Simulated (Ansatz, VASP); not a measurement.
BeSe2: VASP beside Ansatz

```
Be Se
1.0
     4.57096    0.00000    0.00000
    -2.28548    3.95857    0.00000
     0.00000    0.00000    4.25604
Be Se
1 2
Direct
  0.00000 0.00000 0.50000
  0.33333 0.66667 0.50000
  0.66667 0.33333 0.50000
```

Alike in both runs: functional PBE; k mesh 5 × 5 × 5; occupations gaussian, width 0.2 eV; no spin polarisation.

Ansatz relaxed the structure, and its values are those at the end. VASP's run is a single point on that final structure, the one shown.

|  | VASP | Ansatz |
| --- | --- | --- |
| version | VASP 6.6.1 | Ansatz 0.2.0 |
| potentials or method | VASP PAW PBE potentials, release 64 (Be, Se), cutoff 600 eV | scalar-relativistic, plane waves, PAW |
| valence electrons in the cell | 14 | 34 |

|  | VASP | Ansatz | Ansatz less VASP |
| --- | --- | --- | --- |
| gap on the k mesh at the Fermi level (eV) | none | none | - |
| pressure (GPa) | 0.0 | 0.0 | -0.04 |

A gap of «none» marks a metal or a gap that the smearing closes. The functional is the same, so the differences come from potentials, cutoffs and numerics. VASP's potentials hold 14 valence electrons a cell and Ansatz's 34, so a difference there can come from the potentials and not from the codes.
